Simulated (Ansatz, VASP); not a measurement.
# Mg in VASP and in Ansatz

INCAR

```
ALGO     = Normal         # electronic algorithm
EDIFF    = 1E-7           # SCF threshold, eV
ENCUT    = 520            # plane-wave cutoff, eV
GGA      = PE             # functional
ISIF     = 2              # what is computed and relaxed
ISMEAR   = 0              # smearing method
LASPH    = True           # aspherical terms in the spheres
LCHARG   = True           # write CHGCAR
LELF     = True           # ELF
LREAL    = False          # projectors in reciprocal space
LVHAR    = True         
LWAVE    = False          # write WAVECAR
NBANDS   = 7              # bands
NELM     = 80             # most SCF steps
PREC     = Accurate       # precision mode
SIGMA    = 0.1            # smearing width, eV
```

KPOINTS

```
k-points
0
Gamma
  16 16 16
```

Contents of POSCAR:

```
Mg
1.0
    0.0000000000      2.3054431212      2.3054431212
    2.3054431212      0.0000000000      2.3054431212
    2.3054431212      2.3054431212      0.0000000000
Mg
1
Direct
    0.0000000000      0.0000000000      0.0000000000
```

Input for Ansatz:

```yaml
crystal:
  lattice:
    - [0.0, 2.3054431212, 2.3054431212]
    - [2.3054431212, 0.0, 2.3054431212]
    - [2.3054431212, 2.3054431212, 0.0]
  atoms:
    - { symbol: Mg, position: [0.0, 0.0, 0.0] }
basis:
  ecutwfc: 420
kpoints:
  mp_grid: { grid: [16, 16, 16] }
hamiltonian:
  xc: pbe
scf:
  occupations: { method: gaussian, width: 0.1 }
output:
  forces: true
  stress: true
  eigenvalues: true
```

Alike in both runs: task single point; functional PBE; k mesh 16 × 16 × 16; occupations gaussian, width 0.1 eV; no spin polarisation.

```csv
,VASP,Ansatz
version,VASP 6.6.1,Ansatz 0.2.0
potentials or method,"VASP PAW PBE potentials, release 64 (Mg), cutoff 520 eV","scalar-relativistic, plane waves, PAW"
valence electrons in the cell,2,10
```

```csv
,VASP,Ansatz,Ansatz less VASP
gap on the k mesh at the Fermi level (eV),none,none,-
pressure (GPa),-1.9,-1.8,+0.12
```

A gap of «none» marks a metal or a gap that the smearing closes. VASP's potentials hold 2 valence electrons a cell and Ansatz's 10, so a difference there can come from the potentials and not from the codes.
